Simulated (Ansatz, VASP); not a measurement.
## NbH2 in VASP and in Ansatz

Contents of INCAR:

```
SYSTEM = NbH2
ALGO = Normal
EDIFF = 1E-7
EDIFFG = -0.005
ENCUT = 600
GGA = PS
IBRION = 2
ISIF = 3
ISMEAR = 0
LASPH = .TRUE.
LCHARG = .FALSE.
LREAL = .FALSE.
LWAVE = .FALSE.
NELM = 80
NSW = 100
PREC = Accurate
SIGMA = 0.1
```

Contents of KPOINTS:

```
k-points
0
G
  16 16 16
  0 0 0
```

POSCAR

```
NbH2
1.0
    0.0000000000      2.2815000000      2.2815000000
    2.2815000000      0.0000000000      2.2815000000
    2.2815000000      2.2815000000      0.0000000000
Nb H
1 2
Direct
    0.0000000000      0.0000000000      0.0000000000
    0.2500000000      0.2500000000      0.2500000000
    0.7500000000      0.7500000000      0.7500000000
```

Input for Ansatz:

```yaml
crystal:
  lattice:
    - [0.0, 2.2815, 2.2815]
    - [2.2815, 0.0, 2.2815]
    - [2.2815, 2.2815, 0.0]
  atoms:
    - { symbol: Nb, position: [0.0, 0.0, 0.0] }
    - { symbol: H, position: [0.25, 0.25, 0.25] }
    - { symbol: H, position: [0.75, 0.75, 0.75] }
basis:
  ecutwfc: 420
kpoints:
  mp_grid: { grid: [16, 16, 16] }
hamiltonian:
  xc: pbesol
scf:
  occupations: { method: gaussian, width: 0.1 }
output:
  forces: true
  stress: true
  eigenvalues: true
relax:
  adjacent_minimum: "off"
  f_tol: 0.005
  max_steps: 80
  cell: { stress_tol: 0.05 }
```

Alike in both runs: task relaxation of cell and atoms; functional PBEsol; k mesh 16 × 16 × 16; occupations gaussian, width 0.1 eV; no spin polarisation.

|  | VASP | Ansatz |
| --- | --- | --- |
| version | VASP 6.6.1 | Ansatz 0.2.0 |
| potentials or method | VASP PAW PBE potentials, release 64 (Nb_sv, H), cutoff 600 eV | scalar-relativistic, plane waves, PAW |
| valence electrons in the cell | 15 | 15 |

```tsv
	VASP	Ansatz	Ansatz less VASP
gap on the k mesh at the Fermi level, each at its own relaxed structure (eV)	none	none	-
relaxed volume (Å³/atom)	7.67	7.68	+0.014
relaxed length of the cell vector where the two differ most in proportion (Å)	3.193	3.195	+0.0019
```

VASP's potentials were made for PBE, not for PBEsol. A gap of «none» marks a metal or a gap that the smearing closes.
